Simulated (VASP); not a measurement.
Al2Cu, 6 atoms in the cell. It takes space group I4/mcm (No. 140, tetragonal). Conventional cell: a = 6.067 Å, b = 6.067 Å, c = 4.828 Å, α = 90.00°, β = 90.00°, γ = 90.00°. Al (site symmetry m2m) has 4 Cu at 2.58 Å and 11 Al at 2.71 to 3.23 Å within 3.4 Å. Within 3.2 Å of Cu (site symmetry 422) lie 2 Cu at 2.41 Å and 8 Al at 2.58 Å.  This cell differs from its parent crystal: z stretched by -1 %, then relaxed in part.

| Property | Result |
| --- | --- |
| Program | VASP 6.6.1 |
| Task | single point |
| Functional | PBE |
| Potentials or basis | VASP PAW PBE potentials, release 64 (Al, Cu) |
| Cutoff | 520 eV |
| k mesh | 12 × 12 × 12 |
| Occupations | fermi-dirac, width 0.05 eV |
| Spin | no spin polarisation |
| Dipole correction | no |
| Further INCAR settings | ALGO = Normal; EDIFF = 1e-06; NBANDS = 26 |

Potentials or basis: VASP PAW PBE potentials, release 64 (Al, Cu).

Launch:

```bash
$ cat potpaw_PBE.64/Al/POTCAR potpaw_PBE.64/Cu/POTCAR > POTCAR
$ mpirun -np 1 vasp_std > vasp.out
```

Hardware: 1 thread of Oxide Virtual Turin-like Processor, with other jobs on the host.

Task: Estimate the wall time of this run.

Result: It took 11 min on 1 thread of Oxide Virtual Turin-like Processor (shared host), peak memory 0.42 GiB. Counts: scf iterations 16, k points 163.
